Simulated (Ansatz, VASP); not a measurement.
**Two plane-wave programs on PbSe**

INCAR

```
PREC = Accurate
ENCUT = 520
EDIFF = 1E-7
ISMEAR = 0
SIGMA = 0.1
LREAL = False
LASPH = True
NELM = 100
ALGO = Normal
ISIF = 2
LWAVE = False
LCHARG = False
GGA = PS
NBANDS = 17
```

KPOINTS

```
regular mesh
0
Gamma
  9 9 9
```

The input POSCAR:

```
PbSe
1.0
    3.8166779531     -0.1513728800     -0.1513728800
   -0.1513728800      3.8166779531     -0.1513728800
   -0.1513728800     -0.1513728800      3.8166779531
Pb Se
1 1
Direct
    0.0000000000      0.0000000000      0.0000000000
    0.5000000000      0.5000000000      0.5000000000
```

Input for Ansatz:

```yaml
crystal:
  lattice:
    - [3.8166779531, -0.15137288, -0.15137288]
    - [-0.15137288, 3.8166779531, -0.15137288]
    - [-0.15137288, -0.15137288, 3.8166779531]
  atoms:
    - { symbol: Pb, position: [0.0, 0.0, 0.0] }
    - { symbol: Se, position: [0.5, 0.5, 0.5] }
basis:
  ecutwfc: 420
kpoints:
  mp_grid: { grid: [9, 9, 9] }
hamiltonian:
  xc: pbesol
scf:
  occupations: { method: gaussian, width: 0.1 }
output:
  forces: true
  stress: true
  eigenvalues: true
```

Alike in both runs: task single point; functional PBEsol; k mesh 9 × 9 × 9; occupations gaussian, width 0.1 eV; no spin polarisation.

|  | VASP | Ansatz |
| --- | --- | --- |
| version | VASP 6.6.1 | Ansatz 0.2.0 |
| potentials or method | VASP PAW PBE potentials, release 64 (Pb_d, Se), cutoff 520 eV | scalar-relativistic, plane waves, PAW |
| valence electrons in the cell | 20 | 30 |

VASP gave:

```
gap on the k mesh at the Fermi level (eV)                     : none
pressure (GPa)                                                : -3.4
traceless stress, the component that is largest in VASP (GPa) : 1.11
```

What did Ansatz give for the same quantities?

gap on the k mesh at the Fermi level (eV): none; pressure (GPa): -3.4; traceless stress, the component that is largest in VASP (GPa): 1.10.

VASP's potentials were made for PBE, not for PBEsol. A gap of «none» marks a metal or a gap that the smearing closes. VASP's potentials hold 20 valence electrons a cell and Ansatz's 30, so a difference there can come from the potentials and not from the codes.

Spin-orbit coupling is off throughout.
